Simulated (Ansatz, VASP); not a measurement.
# Pd in VASP and in Ansatz

File POSCAR:

```
Pd
1.0
    0.0000000000      1.9294167856      1.9294167856
    1.9294167856      0.0000000000      1.9294167856
    1.9294167856      1.9294167856      0.0000000000
Pd
1
Direct
    0.0000000000      0.0000000000      0.0000000000
```

The input INCAR.step1:

```
PREC = Accurate
ENCUT = 520
ISMEAR = -1
SIGMA = 0.1
LREAL = False
LASPH = True
NELM = 80
NBANDS = 11
GGA = PE
ALGO = Normal
EDIFF = 1E-4
LWAVE = True
LCHARG = False
```

File INCAR.step2:

```
PREC = Accurate
ENCUT = 520
EDIFF = 1E-6
ISMEAR = -1
SIGMA = 0.1
LREAL = False
LASPH = True
NELM = 80
ALGO = Normal
ISIF = 2
LWAVE = False
LCHARG = True
METAGGA = R2SCAN
LMIXTAU = True
LELF = True
LVHAR = True
NBANDS = 11
ISTART = 1
```

File KPOINTS:

```
Automatic mesh
0
Gamma
  23 23 23
```

Input for Ansatz:

```yaml
crystal:
  lattice:
    - [0.0, 1.9294167856, 1.9294167856]
    - [1.9294167856, 0.0, 1.9294167856]
    - [1.9294167856, 1.9294167856, 0.0]
  atoms:
    - { symbol: Pd, position: [0.0, 0.0, 0.0] }
hamiltonian:
  xc: r2scan
  pseudopotentials:
    kind: paw
    azcp:
      Pd: "pseudopotentials/Pd.paw.azcp"
basis:
  ecutwfc: 500
  fft_grid_basis: typed
kpoints:
  mp_grid: { grid: [23, 23, 23], shift: [0, 0, 0] }
magnetization:
  spin_polarized: false
scf:
  occupations: { method: fermi_dirac, width: 0.1 }
output:
  stress: true
```

Alike in both runs: task single point; functional r2SCAN; k mesh 23 × 23 × 23; occupations fermi-dirac, width 0.1 eV; no spin polarisation.

|  | VASP | Ansatz |
| --- | --- | --- |
| version | VASP 6.6.1 | Ansatz 0.2.0 |
| potentials or method | VASP PAW PBE potentials, release 64 (Pd), cutoff 520 eV | plane waves (500 eV) with PAW, scalar-relativistic |
| valence electrons in the cell | 10 | 18 |

|  | VASP | Ansatz | Ansatz less VASP |
| --- | --- | --- | --- |
| pressure (GPa) | 9.0 | 8.1 | -0.87 |

VASP's potentials were made for PBE, not for r2SCAN. VASP's potentials hold 10 valence electrons a cell and Ansatz's 18, so a difference there can come from the potentials and not from the codes.
